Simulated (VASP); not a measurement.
# SnSe in VASP: single point with LDA

Aim: the single point of SnSe with LDA.

Program: VASP 6.6.1. These are calculated values, not measurements. Logs are shortened: lines on timing, memory, paths and dates and some standing lists are left out, and cuts for length are marked.

### 1 The cell of the first run

The cell holds a slab with vacuum, 20 atoms: a = 4.257 Å, b = 4.257 Å, c = 42.090 Å, α = 90.00°, β = 90.00°, γ = 90.00°.

### 2 Single point, LDA

INCAR reads:

```
  PREC = Accurate
  ENCUT = 520
  EDIFF = 1E-6
  ISMEAR = 0
  SIGMA = 0.1
  LREAL = Auto
  LASPH = T
  NELM = 80
  ALGO = Normal
  ISIF = 2
  LWAVE = F
  LCHARG = T
  LDIPOL = T
  IDIPOL = 3
  DIPOL = 0.5 0.5 0.500
  GGA = CA
  LELF = T
  LVHAR = T
  LVACPOTAV = T
  NBANDS = 116
```

KPOINTS reads:

```
Automatic mesh
0
Gamma
  7 7 1
```

POSCAR reads:

```
SnSe
1.0
    3.0100000000     -3.0100000000      0.0000000000
    3.0100000000      3.0100000000      0.0000000000
    0.0000000000      0.0000000000     42.0900000000
Sn Se
10 10
Direct
    0.0000000000      0.0000000000      0.1781895937
    0.5000000000      0.5000000000      0.2497030173
    0.0000000000      0.0000000000      0.3212164410
    0.5000000000      0.5000000000      0.3927298646
    0.0000000000      0.0000000000      0.4642432882
    0.5000000000      0.5000000000      0.5357567118
    0.0000000000      0.0000000000      0.6072701354
    0.5000000000      0.5000000000      0.6787835590
    0.0000000000      0.0000000000      0.7502969827
    0.5000000000      0.5000000000      0.8218104063
    0.0000000000      0.0000000000      0.2497030173
    0.5000000000      0.5000000000      0.1781895937
    0.0000000000      0.0000000000      0.3927298646
    0.5000000000      0.5000000000      0.3212164410
    0.0000000000      0.0000000000      0.5357567118
    0.5000000000      0.5000000000      0.4642432882
    0.0000000000      0.0000000000      0.6787835590
    0.5000000000      0.5000000000      0.6072701354
    0.0000000000      0.0000000000      0.8218104063
    0.5000000000      0.5000000000      0.7502969827
```

Potentials or basis: VASP PAW LDA potentials, release 64 (Sn_d, Se).

Launch:

```sh
$ cat potpaw_LDA.64/Sn_d/POTCAR potpaw_LDA.64/Se/POTCAR > POTCAR
$ mpirun -np 1 vasp_std > vasp.out
```

OUTCAR:

```text
PREC = Accurate
   ENCUT = 520
   EDIFF = 1E-6
   ISMEAR = 0
   LREAL = Auto
   LASPH = T
   NELM = 80
   ISIF = 2
   GGA = CA

 ion  position               nearest neighbor table
   1  0.000  0.000  0.178-  11 3.01  12 3.01  12 3.01  12 3.01  12 3.01
   2  0.500  0.500  0.250-  12 3.01  11 3.01  11 3.01  11 3.01  11 3.01  14 3.01
   3  0.000  0.000  0.321-  13 3.01  14 3.01  14 3.01  14 3.01  14 3.01  11 3.01
   4  0.500  0.500  0.393-  14 3.01  16 3.01  13 3.01  13 3.01  13 3.01  13 3.01
   5  0.000  0.000  0.464-  15 3.01  13 3.01  16 3.01  16 3.01  16 3.01  16 3.01
   6  0.500  0.500  0.536-  16 3.01  18 3.01  15 3.01  15 3.01  15 3.01  15 3.01
   7  0.000  0.000  0.607-  15 3.01  17 3.01  18 3.01  18 3.01  18 3.01  18 3.01
   8  0.500  0.500  0.679-  18 3.01  17 3.01  17 3.01  17 3.01  17 3.01  20 3.01
   9  0.000  0.000  0.750-  19 3.01  20 3.01  20 3.01  20 3.01  20 3.01  17 3.01
  10  0.500  0.500  0.822-  20 3.01  19 3.01  19 3.01  19 3.01  19 3.01
  11  0.000  0.000  0.250-   1 3.01   2 3.01   2 3.01   2 3.01   2 3.01   3 3.01
  12  0.500  0.500  0.178-   2 3.01   1 3.01   1 3.01   1 3.01   1 3.01
  13  0.000  0.000  0.393-   3 3.01   5 3.01   4 3.01   4 3.01   4 3.01   4 3.01
  14  0.500  0.500  0.321-   4 3.01   3 3.01   3 3.01   3 3.01   3 3.01   2 3.01
  15  0.000  0.000  0.536-   5 3.01   7 3.01   6 3.01   6 3.01   6 3.01   6 3.01
  16  0.500  0.500  0.464-   6 3.01   4 3.01   5 3.01   5 3.01   5 3.01   5 3.01
  17  0.000  0.000  0.679-   7 3.01   8 3.01   8 3.01   8 3.01   8 3.01   9 3.01
  18  0.500  0.500  0.607-   6 3.01   8 3.01   7 3.01   7 3.01   7 3.01   7 3.01
  19  0.000  0.000  0.822-   9 3.01  10 3.01  10 3.01  10 3.01  10 3.01
  20  0.500  0.500  0.750-  10 3.01   9 3.01   9 3.01   9 3.01   9 3.01   8 3.01

  LATTYP: Found a simple tetragonal cell.
 ALAT       =     4.2567828227
 C/A-ratio  =     9.8877489768

  Lattice vectors:

 A1 = (   3.0100000000,  -3.0100000000,   0.0000000000)
 A2 = (   3.0100000000,   3.0100000000,   0.0000000000)
 A3 = (   0.0000000000,   0.0000000000,  42.0900000000)

Analysis of symmetry for initial positions (statically):
=====================================================================
 Subroutine PRICEL returns:
 Original cell was already a primitive cell.

 Routine SETGRP: Setting up the symmetry group for a
 simple tetragonal supercell.

 Subroutine GETGRP returns: Found 16 space group operations
 (whereof  8 operations were pure point group operations)
 out of a pool of 16 trial point group operations.

The static configuration has the point symmetry C_4v.
 The point group associated with its full space group is D_4h.

Analysis of symmetry for dynamics (positions and initial velocities):
=====================================================================
 Subroutine PRICEL returns:
 Original cell was already a primitive cell.

 Routine SETGRP: Setting up the symmetry group for a
 simple tetragonal supercell.

 Subroutine GETGRP returns: Found 16 space group operations
 (whereof  8 operations were pure point group operations)
 out of a pool of 16 trial point group operations.

The dynamic configuration has the point symmetry C_4v.
 The point group associated with its full space group is D_4h.

 Subroutine INISYM returns: Found 16 space group operations
 (whereof  8 operations are pure point group operations),
 and found     1 'primitive' translations

----------------------------------------------------------------------------------------

                                     Primitive cell

  volume of cell :     762.6792

  direct lattice vectors                    reciprocal lattice vectors
     3.010000000 -3.010000000  0.000000000     0.166112957 -0.166112957  0.000000000
     3.010000000  3.010000000  0.000000000     0.166112957  0.166112957  0.000000000
     0.000000000  0.000000000 42.090000000     0.000000000  0.000000000  0.023758612

  length of vectors
     4.256782823  4.256782823 42.090000000     0.234919196  0.234919196  0.023758612

  position of ions in fractional coordinates (direct lattice)
     0.000000000  0.000000000  0.178189594
     0.500000000  0.500000000  0.249703017
     0.000000000  0.000000000  0.321216441
     0.500000000  0.500000000  0.392729865
     0.000000000  0.000000000  0.464243288
     0.500000000  0.500000000  0.535756712
[... 12 lines left out ...]
     0.000000000  0.000000000  0.821810406
     0.500000000  0.500000000  0.750296983

  ion indices of the primitive-cell ions
   primitive index   ion index
                 1           1
                 2           2
                 3           3
                 4           4
                 5           5
                 6           6
[... 12 lines left out ...]
                19          19
                20          20

----------------------------------------------------------------------------------------

 KPOINTS: Automatic mesh

Automatic generation of k-mesh.
 Grid dimensions read from file:
 generate k-points for:    7    7    1

 Generating k-lattice:

  Cartesian coordinates                     Fractional coordinates (reciprocal lattice)
     0.023730422 -0.023730422  0.000000000     0.142857143  0.000000000  0.000000000
     0.023730422  0.023730422  0.000000000     0.000000000  0.142857143  0.000000000
     0.000000000  0.000000000  0.023758612     0.000000000  0.000000000  1.000000000

  Length of vectors
     0.033559885  0.033559885  0.023758612

  Shift w.r.t. Gamma in fractional coordinates (k-lattice)
     0.000000000  0.000000000  0.000000000

 Subroutine IBZKPT returns following result:
 ===========================================

 Found     10 irreducible k-points:

 Following reciprocal coordinates:
            Coordinates               Weight
  0.000000  0.000000  0.000000      1.000000
  0.142857  0.000000  0.000000      4.000000
  0.285714  0.000000  0.000000      4.000000
  0.428571  0.000000  0.000000      4.000000
  0.142857  0.142857  0.000000      4.000000
  0.285714  0.142857  0.000000      8.000000
  0.428571  0.142857  0.000000      8.000000
  0.285714  0.285714  0.000000      4.000000
  0.428571  0.285714  0.000000      8.000000
  0.428571  0.428571  0.000000      4.000000
   k-points           NKPTS =     10   k-points in BZ     NKDIM =     10   number of bands    NBANDS=    116
   number of dos      NEDOS =    301   number of ions     NIONS =     20
   total plane-waves  NPLWV = 327680
   dimension x,y,z NGX =    32 NGY =   32 NGZ =  320
   dimension x,y,z NGXF=    64 NGYF=   64 NGZF=  640
   ions per type =              10  10
   NGX,Y,Z   is equivalent  to a cutoff of  12.50, 12.50, 12.64 a.u.
   NGXF,Y,Z  is equivalent  to a cutoff of  24.99, 24.99, 25.28 a.u.
 SYSTEM =  unknown system
   PREC   = accura    normal or accurate (medium, high low for compatibility)
   ISTART =      0    job   : 0-new  1-cont  2-samecut
   ICHARG =      2    charge: 1-file 2-atom 10-const
   ISPIN  =      1    spin polarized calculation?
   LNONCOLLINEAR =      F non collinear calculations
   LSORBIT =      F    spin-orbit coupling
   LASPH  =      T    aspherical Exc in radial PAW
   ENCUT  =  520.0 eV  38.22 Ry    6.18 a.u.   7.91  7.91 78.26*2*pi/ulx,y,z
   NELM   =     80;   NELMIN=  2; NELMDL= -5     # of ELM steps
   EDIFF  = 0.1E-05   stopping-criterion for ELM
   LREAL  =      T    real-space projection
   EDIFFG = 0.1E-04   stopping-criterion for IOM
   NSW    =      0    number of steps for IOM
   IBRION =     -1    ionic relax: 0-MD 1-quasi-New 2-CG
   NFREE  =      0    steps in history (QN), initial steepest desc. (CG)
   ISIF   =      2    stress and relaxation
   ISYM   =      2    0-nonsym 1-usesym 2-fastsym
   POTIM  = 0.5000    time-step for ionic-motion
   TEBEG  =    0.0;   TEEND  =   0.0 temperature during run
   PSTRESS=    0.0 pullay stress
   NELECT =     200.0000    total number of electrons
   NUPDOWN=      -1.0000    fix difference up-down
   EMIN   =  10.00;   EMAX   =-10.00  energy-range for DOS
   EFERMI =   0.00;   METHOD = LEGACY
   ISMEAR =     0;   SIGMA  =   0.10  broadening in eV -4-tet -1-fermi 0-gaus
   EFERMI_NEDOS =   21; number of points for ismear=-14 and -15
   IALGO  =     38    algorithm
   IMIX   =      4    mixing-type and parameters
     AMIX     =   0.40;   BMIX     =  1.00
     AMIX_MAG =   1.60;   BMIX_MAG =  1.00
  volume/ion in A,a.u.               =      38.13       257.34
  Fermi-wavevector in a.u.,A,eV,Ry     =   1.047862  1.980173 14.939405  1.098015
  Thomas-Fermi vector in A             =   2.182760
   LORBIT       =      0    0 simple, 1 ext, 2 COOP (PROOUT), +10 PAW based schemes
   GGA     = CA    functional components
   LHFCALC =     F    Hartree Fock is set to
   AEXX    =    0.0000 exact exchange contribution
   IVDW    =     0    specifies the selected vdW correction
   LEPSILON=     F    determine dielectric tensor
   LRPA    =     F    only Hartree local field effects (RPA)
 non-spin polarized calculation
 Gauss-broadening in eV      SIGMA  =   0.10
  energy-cutoff  :      520.00
  volume of cell :      762.68
 maximum number of plane-waves:     20592
 NGX is ok and might be reduce to    32
   NGX = 15   NGY = 15   NGZ =157

 number of electron     200.0000061 magnetization

 dipolmoment           0.000000      0.000000     -0.000000 electrons x Angstroem

 Free energy of the ion-electron system (eV)
  ---------------------------------------------------
  ext. energy  EPLUGINS =         0.00000000
  ---------------------------------------------------
  free energy    TOTEN  =       -93.76066027 eV

  energy without entropy =      -93.75911634  energy(sigma->0) =      -93.75988830

 E-fermi :   2.7616     XC(G=0):  -7.3787

 val. band max:        2.6175182251   @ k =   0.4286   0.0000   0.0000
 cond. band min:       2.8969112024   @ k =   0.4286   0.0000   0.0000
 fundamental gap:      0.2793929773
 Fermi energy:         2.7616370656

 k-point     1 :       0.0000    0.0000    0.0000
  band No.  band energies     occupation
      1     -18.9868      2.00000
      2     -18.9867      2.00000
      3     -18.9845      2.00000
      4     -18.9844      2.00000
      5     -18.9654      2.00000
      6     -18.9654      2.00000
[... 104 lines left out ...]
    111       6.2015      0.00000
    112       6.4278      0.00000
[... 1033 lines left out ...]
    111       6.3591      0.00000
    112       6.4908      0.00000
 [bands above 112 left out]

------------------------ aborting loop because EDIFF is reached ----------------------------------------

  FORCE on cell =-STRESS in cart. coord.  units (eV):
  Direction    XX          YY          ZZ          XY          YZ          ZX
  --------------------------------------------------------------------------------------
  -------------------------------------------------------------------------------------
  Total      -12.0994315    -12.0994315    -13.0828014      0.0000000      0.0000000     -0.0000000
  in kB      -25.4175470    -25.4175470    -27.4833341      0.0000000      0.0000000     -0.0000000
  external PRESSURE =     -26.1061427 kB  Pullay stress =       0.0000000 kB

 VOLUME and BASIS-vectors are now :
 -----------------------------------------------------------------------------
  energy-cutoff  :      520.00
  volume of cell :      762.68
      direct lattice vectors                 reciprocal lattice vectors
     3.010000000 -3.010000000  0.000000000     0.166112957 -0.166112957  0.000000000
     3.010000000  3.010000000  0.000000000     0.166112957  0.166112957  0.000000000
     0.000000000  0.000000000 42.090000000     0.000000000  0.000000000  0.023758612

 POSITION                                       TOTAL-FORCE (eV/Angst)
 -----------------------------------------------------------------------------------
      0.00000      0.00000      7.50000         0.000000     -0.000000      0.561001
      3.01000      0.00000     10.51000         0.000000     -0.000000     -0.367546
      0.00000      0.00000     13.52000        -0.000000      0.000000      0.079244
      3.01000      0.00000     16.53000         0.000000     -0.000000     -0.012065
      0.00000      0.00000     19.54000         0.000000     -0.000000     -0.003623
      3.01000      0.00000     22.55000        -0.000000      0.000000      0.003623
[... 12 lines left out ...]
      0.00000      0.00000     34.59000        -0.000000      0.000000     -0.392088
      3.01000      0.00000     31.58000         0.000000     -0.000000      0.334497
 -----------------------------------------------------------------------------------
    total drift:                               -0.000000     -0.000000     -0.000000

  FREE ENERGIE OF THE ION-ELECTRON SYSTEM (eV)
  ---------------------------------------------------
  free  energy   TOTEN  =       -93.7606602665 eV

  energy  without entropy=      -93.7591163412  energy(sigma->0) =      -93.75988830

 vacuum level on the upper side and lower side of the slab         7.080         7.080
```

Run time: 37 min. Hardware: 1 thread of Oxide Virtual Turin-like, shared host; peak memory 0.82 GiB.

What came out:

```yaml
Free_energy: -93.7607 eV
Largest_force: 0.561 eV/Å
Band_gap_on_the_k_mesh: 0.28 eV
```

Forces in eV/Å, atoms in the order of the input:
```
Sn   0.000  0.000  0.561
Sn   0.000  0.000 -0.368
Sn   0.000  0.000  0.079
Sn   0.000  0.000 -0.012
Sn   0.000  0.000 -0.004
Sn   0.000  0.000  0.004
Sn   0.000  0.000  0.012
Sn   0.000  0.000 -0.079
Sn   0.000  0.000  0.368
Sn   0.000  0.000 -0.561
Se   0.000  0.000 -0.334
Se   0.000  0.000  0.392
Se   0.000  0.000 -0.002
Se   0.000  0.000  0.036
Se   0.000  0.000  0.028
Se   0.000  0.000 -0.028
Se   0.000  0.000 -0.036
Se   0.000  0.000  0.002
Se   0.000  0.000 -0.392
Se   0.000  0.000  0.334
```

Caveat: spin-orbit coupling is left out, which moves the levels of the heavy elements.
